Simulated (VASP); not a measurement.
# H23C2NO10 in VASP: further runs

The runs below take H23C2NO10 through single point, with LDA.

All numbers are computed with VASP 6.6.1; they aren't measurements. Logs are shortened: lines on timing, memory, paths and dates and some standing lists are left out, and cuts for length are marked.

### Step 1. The cell of the first run

The cell holds a disordered packing, 36 atoms: a = 7.523 Å, b = 7.523 Å, c = 7.523 Å, α = 90.00°, β = 90.00°, γ = 90.00°.

### Step 2. Single point, LDA

INCAR reads:

```
SYSTEM = H23C2NO10
ALGO = Normal
EDIFF = 1E-6
ENCUT = 520
ISIF = 2
ISMEAR = -1
LASPH = .TRUE.
LCHARG = .TRUE.
LELF = .TRUE.
LREAL = Auto
LVHAR = .TRUE.
LWAVE = .FALSE.
NBANDS = 72
NELM = 100
PREC = Accurate
SIGMA = 0.05
```

KPOINTS reads:

```
k-points
0
G
  1 1 1
  0 0 0
```

POSCAR reads:

```
H23C2NO10
1.0
    7.5225990000      0.0000000000      0.0000000000
    0.0000000000      7.5225990000      0.0000000000
    0.0000000000      0.0000000000      7.5225990000
O H C N
10 23 2 1
Direct
    0.3977481719      0.3915402110      0.1978704434
    0.3376891417      0.5774998774      0.7365672423
    0.2274081072      0.7142079486      0.2021242924
    0.3773828699      0.9301040771      0.6889773069
    0.8611651372      0.3428868135      0.9315663376
    0.9024939386      0.1106665396      0.1459070196
    0.9593359954      0.5710260510      0.3169383347
    0.2606147157      0.2385877540     -0.1429160321
    0.0810225296      0.2782017226      0.4447266164
    0.6301545516      0.1717092723      0.4284689374
    0.3636509137      0.5245527510      0.2001834738
    0.3353894046      0.3571903806      0.0834419062
    0.3268285336      0.4564512876      0.7848484280
    0.2882647340      0.5495574070      0.6253157984
    0.1963284232      0.7467498932      0.0820992851
    0.1143354843      0.6302476046      0.2375774649
    0.4622870367      0.9515062547      0.5932258253
    0.3786058515      0.8245687428      0.7518146322
    0.8662697560      0.4738787751      0.9078511296
    0.9228193607      0.3112753983      0.8217505679
    0.8846942393      0.2065908338      0.0614681176
    0.9963444815      0.0346954557      0.0958844144
    0.8607663389      0.5942361144      0.2390264322
    0.9918513535      0.4429187306      0.3579215109
    0.3177226381      0.1421716085     -0.2250286105
    0.1907984195      0.1432882439     -0.0864727736
    0.0289394663      0.1969133274      0.3460240271
    0.2146598536      0.2671151287      0.3968841088
    0.5402919922      0.2118017988      0.3373833964
    0.7162418201      0.1335176845      0.3302449060
    0.9524234909      1.0754527790      0.6873954068
    0.9052323539      0.8901976564      0.5223726534
    0.7489166975      0.9631644595      0.6594662297
    0.8845878931      0.9419085080      0.6579109162
    0.8916067439      0.7888629980      0.7959881950
    0.8892139538      0.6980167360      0.9233112120
```

Potentials or basis: VASP PAW LDA potentials, release 64 (O, H, C, N).

Run with:

```
> cat potpaw_LDA.64/O/POTCAR potpaw_LDA.64/H/POTCAR potpaw_LDA.64/C/POTCAR potpaw_LDA.64/N/POTCAR > POTCAR
> mpirun -np 1 vasp_gam > vasp.out
```

OUTCAR:

```text
SYSTEM = H23C2NO10
   EDIFF = 1E-6
   ENCUT = 520
   ISIF = 2
   ISMEAR = -1
   LASPH = .TRUE.
   LREAL = Auto
   NELM = 100
   PREC = Accurate

 ion  position               nearest neighbor table
   1  0.398  0.392  0.198-  12 1.01  11 1.03
   2  0.338  0.577  0.737-  14 0.94  13 0.98
   3  0.227  0.714  0.202-  15 0.96  16 1.09
   4  0.377  0.930  0.689-  18 0.92  17 0.98
   5  0.861  0.343  0.932-  20 0.98  19 1.00  21 1.43
   6  0.902  0.111  0.146-  21 0.97  22 0.98
   7  0.959  0.571  0.317-  23 0.96  24 1.04  16 1.38
   8  0.261  0.239  0.857-  26 0.98  25 1.05
   9  0.081  0.278  0.445-  27 1.04  28 1.07
  10  0.630  0.172  0.428-  29 1.01  30 1.02
  11  0.364  0.525  0.200-   1 1.03
  12  0.335  0.357  0.083-   1 1.01
  13  0.327  0.456  0.785-   2 0.98
  14  0.288  0.550  0.625-   2 0.94
  15  0.196  0.747  0.082-   3 0.96
  16  0.114  0.630  0.238-   3 1.09   7 1.38
  17  0.462  0.952  0.593-   4 0.98
  18  0.379  0.825  0.752-   4 0.92
  19  0.866  0.474  0.908-   5 1.00
  20  0.923  0.311  0.822-   5 0.98
  21  0.885  0.207  0.061-   6 0.97   5 1.43
  22  0.996  0.035  0.096-   6 0.98
  23  0.861  0.594  0.239-   7 0.96
  24  0.992  0.443  0.358-   7 1.04
  25  0.318  0.142  0.775-   8 1.05
  26  0.191  0.143  0.914-   8 0.98
  27  0.029  0.197  0.346-   9 1.04
  28  0.215  0.267  0.397-   9 1.07
  29  0.540  0.212  0.337-  10 1.01
  30  0.716  0.134  0.330-  10 1.02
  31  0.952  0.075  0.687-  34 1.15
  32  0.905  0.890  0.522-  34 1.10
  33  0.749  0.963  0.659-  34 1.03
  34  0.885  0.942  0.658-  33 1.03  32 1.10  31 1.15  35 1.55
  35  0.892  0.789  0.796-  36 1.18  34 1.55
  36  0.889  0.698  0.923-  35 1.18

  LATTYP: Found a simple cubic cell.
 ALAT       =     7.5225990000

  Lattice vectors:

 A1 = (   7.5225990000,   0.0000000000,   0.0000000000)
 A2 = (   0.0000000000,   7.5225990000,   0.0000000000)
 A3 = (   0.0000000000,   0.0000000000,   7.5225990000)

Analysis of symmetry for initial positions (statically):
=====================================================================
 Subroutine PRICEL returns:
 Original cell was already a primitive cell.

 Routine SETGRP: Setting up the symmetry group for a
 simple cubic supercell.

 Subroutine GETGRP returns: Found  1 space group operations
 (whereof  1 operations were pure point group operations)
 out of a pool of 48 trial point group operations.

The static configuration has the point symmetry C_1 .

Analysis of symmetry for dynamics (positions and initial velocities):
=====================================================================
 Subroutine PRICEL returns:
 Original cell was already a primitive cell.

 Routine SETGRP: Setting up the symmetry group for a
 simple cubic supercell.

 Subroutine GETGRP returns: Found  1 space group operations
 (whereof  1 operations were pure point group operations)
 out of a pool of 48 trial point group operations.

The dynamic configuration has the point symmetry C_1 .

 Subroutine INISYM returns: Found  1 space group operations
 (whereof  1 operations are pure point group operations),
 and found     1 'primitive' translations

----------------------------------------------------------------------------------------

                                     Primitive cell

  volume of cell :     425.7001

  direct lattice vectors                    reciprocal lattice vectors
     7.522599000  0.000000000  0.000000000     0.132932780  0.000000000  0.000000000
     0.000000000  7.522599000  0.000000000     0.000000000  0.132932780  0.000000000
     0.000000000  0.000000000  7.522599000     0.000000000  0.000000000  0.132932780

  length of vectors
     7.522599000  7.522599000  7.522599000     0.132932780  0.132932780  0.132932780

  position of ions in fractional coordinates (direct lattice)
     0.397748172  0.391540211  0.197870443
     0.337689142  0.577499877  0.736567242
     0.227408107  0.714207949  0.202124292
     0.377382870  0.930104077  0.688977307
     0.861165137  0.342886814  0.931566338
     0.902493939  0.110666540  0.145907020
[... 28 lines left out ...]
     0.891606744  0.788862998  0.795988195
     0.889213954  0.698016736  0.923311212

  ion indices of the primitive-cell ions
   primitive index   ion index
                 1           1
                 2           2
                 3           3
                 4           4
                 5           5
                 6           6
[... 28 lines left out ...]
                35          35
                36          36

----------------------------------------------------------------------------------------

 KPOINTS: k-points

Automatic generation of k-mesh.
 Grid dimensions read from file:
 generate k-points for:    1    1    1

 Generating k-lattice:

  Cartesian coordinates                     Fractional coordinates (reciprocal lattice)
     0.132932780  0.000000000  0.000000000     1.000000000  0.000000000  0.000000000
     0.000000000  0.132932780  0.000000000     0.000000000  1.000000000  0.000000000
     0.000000000  0.000000000  0.132932780     0.000000000  0.000000000  1.000000000

  Length of vectors
     0.132932780  0.132932780  0.132932780

  Shift w.r.t. Gamma in fractional coordinates (k-lattice)
     0.000000000  0.000000000  0.000000000

 Subroutine IBZKPT returns following result:
 ===========================================

 Found      1 irreducible k-points:

 Following reciprocal coordinates:
            Coordinates               Weight
  0.000000  0.000000  0.000000      1.000000
   k-points           NKPTS =      1   k-points in BZ     NKDIM =      1   number of bands    NBANDS=     72
   number of dos      NEDOS =    301   number of ions     NIONS =     36
   total plane-waves  NPLWV = 175616
   dimension x,y,z NGX =    56 NGY =   56 NGZ =   56
   dimension x,y,z NGXF=   112 NGYF=  112 NGZF=  112
   ions per type =              10  23   2   1
   NGX,Y,Z   is equivalent  to a cutoff of  12.38, 12.38, 12.38 a.u.
   NGXF,Y,Z  is equivalent  to a cutoff of  24.75, 24.75, 24.75 a.u.
 SYSTEM =  H23C2NO10
   PREC   = accura    normal or accurate (medium, high low for compatibility)
   ISTART =      0    job   : 0-new  1-cont  2-samecut
   ICHARG =      2    charge: 1-file 2-atom 10-const
   ISPIN  =      1    spin polarized calculation?
   LNONCOLLINEAR =      F non collinear calculations
   LSORBIT =      F    spin-orbit coupling
   LASPH  =      T    aspherical Exc in radial PAW
   ENCUT  =  520.0 eV  38.22 Ry    6.18 a.u.  13.99 13.99 13.99*2*pi/ulx,y,z
   NELM   =    100;   NELMIN=  2; NELMDL= -5     # of ELM steps
   EDIFF  = 0.1E-05   stopping-criterion for ELM
   LREAL  =      T    real-space projection
   EDIFFG = 0.1E-04   stopping-criterion for IOM
   NSW    =      0    number of steps for IOM
   IBRION =     -1    ionic relax: 0-MD 1-quasi-New 2-CG
   NFREE  =      0    steps in history (QN), initial steepest desc. (CG)
   ISIF   =      2    stress and relaxation
   ISYM   =      2    0-nonsym 1-usesym 2-fastsym
   POTIM  = 0.5000    time-step for ionic-motion
   TEBEG  =    0.0;   TEEND  =   0.0 temperature during run
   PSTRESS=    0.0 pullay stress
   NELECT =      96.0000    total number of electrons
   NUPDOWN=      -1.0000    fix difference up-down
   EMIN   =  10.00;   EMAX   =-10.00  energy-range for DOS
   EFERMI =   0.00;   METHOD = LEGACY
   ISMEAR =    -1;   SIGMA  =   0.05  broadening in eV -4-tet -1-fermi 0-gaus
   EFERMI_NEDOS =   21; number of points for ismear=-14 and -15
   IALGO  =     38    algorithm
   IMIX   =      4    mixing-type and parameters
     AMIX     =   0.40;   BMIX     =  1.00
     AMIX_MAG =   1.60;   BMIX_MAG =  1.00
  volume/ion in A,a.u.               =      11.83        79.80
  Fermi-wavevector in a.u.,A,eV,Ry     =   0.996469  1.883054 13.509924  0.992951
  Thomas-Fermi vector in A             =   2.128560
   LORBIT       =      0    0 simple, 1 ext, 2 COOP (PROOUT), +10 PAW based schemes
   GGA     = CA    functional components
   LHFCALC =     F    Hartree Fock is set to
   AEXX    =    0.0000 exact exchange contribution
   IVDW    =     0    specifies the selected vdW correction
   LEPSILON=     F    determine dielectric tensor
   LRPA    =     F    only Hartree local field effects (RPA)
 non-spin polarized calculation
  energy-cutoff  :      520.00
  volume of cell :      425.70
 maximum number of plane-waves:      5730
 NGX is ok and might be reduce to    54
   NGX = 27   NGY = 27   NGZ = 27

 number of electron      96.0000000 magnetization

 Free energy of the ion-electron system (eV)
  ---------------------------------------------------
  ext. energy  EPLUGINS =         0.00000000
  ---------------------------------------------------
  free energy    TOTEN  =      -191.33855046 eV

  energy without entropy =     -191.33855046  energy(sigma->0) =     -191.33855046

 E-fermi :  -2.6080     XC(G=0):  -6.8095

 val. band max:       -3.8200058812   @ k =   0.0000   0.0000   0.0000
 cond. band min:      -0.0037063780   @ k =   0.0000   0.0000   0.0000
 fundamental gap:      3.8162995032
 Fermi energy:        -2.6079874660

 k-point     1 :       0.0000    0.0000    0.0000
  band No.  band energies     occupation
      1     -23.1873      2.00000
      2     -22.8850      2.00000
      3     -22.5521      2.00000
      4     -22.4296      2.00000
      5     -22.3185      2.00000
      6     -22.2909      2.00000
[... 52 lines left out ...]
     59       4.4299      0.00000
     60       4.4993      0.00000
 [bands above 60 left out]

------------------------ aborting loop because EDIFF is reached ----------------------------------------

  FORCE on cell =-STRESS in cart. coord.  units (eV):
  Direction    XX          YY          ZZ          XY          YZ          ZX
  --------------------------------------------------------------------------------------
  -------------------------------------------------------------------------------------
  Total       -1.9384408     -6.5822266     -6.0897873     -1.5128061     -1.0962535      1.8170207
  in kB       -7.2955728    -24.7730612    -22.9197021     -5.6936414     -4.1258918      6.8385926
  external PRESSURE =     -18.3294454 kB  Pullay stress =       0.0000000 kB

 VOLUME and BASIS-vectors are now :
 -----------------------------------------------------------------------------
  energy-cutoff  :      520.00
  volume of cell :      425.70
      direct lattice vectors                 reciprocal lattice vectors
     7.522599000  0.000000000  0.000000000     0.132932780  0.000000000  0.000000000
     0.000000000  7.522599000  0.000000000     0.000000000  0.132932780  0.000000000
     0.000000000  0.000000000  7.522599000     0.000000000  0.000000000  0.132932780

 POSITION                                       TOTAL-FORCE (eV/Angst)
 -----------------------------------------------------------------------------------
      2.99210      2.94540      1.48850        -1.068072      0.351605     -0.848268
      2.54030      4.34430      5.54090         0.535711     -0.076733      1.496737
      1.71070      5.37270      1.52050        -0.151991     -0.973743      0.361652
      2.83890      6.99680      5.18290        -0.723135      4.406715     -1.245050
      6.47820      2.57940      7.00780         0.147722      0.826484     -1.593806
      6.78910      0.83250      1.09760         0.977285     -2.061543      2.048448
[... 28 lines left out ...]
      6.70720      5.93430      5.98790         0.681809      1.915443      0.103281
      6.68920      5.25090      6.94570         0.040577      0.888722     -1.855549
 -----------------------------------------------------------------------------------
    total drift:                                0.006275      0.007085      0.004038

  FREE ENERGIE OF THE ION-ELECTRON SYSTEM (eV)
  ---------------------------------------------------
  free  energy   TOTEN  =      -191.3385504633 eV

  energy  without entropy=     -191.3385504632  energy(sigma->0) =     -191.33855046
```

Run time: 1.9 min. Hardware: 1 thread of Intel Xeon 8259CL, shared host; peak memory 0.31 GiB.

Results:

| Item | Value |
| --- | --- |
| Free energy | -191.3386 eV |
| Pressure | -1.8 GPa |
| Largest force | 4.636 eV/Å |
| Band gap on the k mesh | 3.82 eV |

Forces in eV/Å, atoms in the order of the input:
```
O   -1.068  0.352 -0.848
O    0.536 -0.077  1.497
O   -0.152 -0.974  0.362
O   -0.723  4.407 -1.245
O    0.148  0.826 -1.594
O    0.977 -2.062  2.048
O    0.835 -0.389  0.902
O    0.225 -2.000 -0.761
O    2.111 -1.436 -2.405
O    0.159 -0.593 -2.366
H    0.062 -0.520  0.293
H    0.784 -0.196  0.761
H    0.163 -0.101  0.936
H   -0.841  0.348 -2.308
H    0.101  0.077 -0.772
H    0.563  1.213  0.192
H    0.181 -0.460  0.044
H    0.513 -3.376  1.000
H   -0.332  0.400  1.147
H    0.173 -0.712 -0.218
H   -0.352  1.673 -1.048
H   -0.436 -0.199  0.392
H   -0.610 -0.514 -0.480
H   -0.498  0.483 -0.114
H    0.316  0.847  0.217
H   -0.380  0.785  0.583
H   -0.236  0.625  0.846
H   -2.137  0.861  0.930
H   -0.115  0.529  0.931
H   -0.093  0.018  1.277
H   -0.080 -1.523 -0.108
H    0.666 -0.007  0.097
H   -2.722  0.983 -0.038
C    1.541 -2.090  1.603
C    0.682  1.915  0.103
N    0.041  0.889 -1.856
```

Stress tensor (GPa, compression positive):
```
-0.73 -0.57  0.68
-0.57 -2.48 -0.41
 0.68 -0.41 -2.29
```

Caveat: the k points lie up to 0.84 Å⁻¹ apart.

(Part 1 of 3 ends here.)
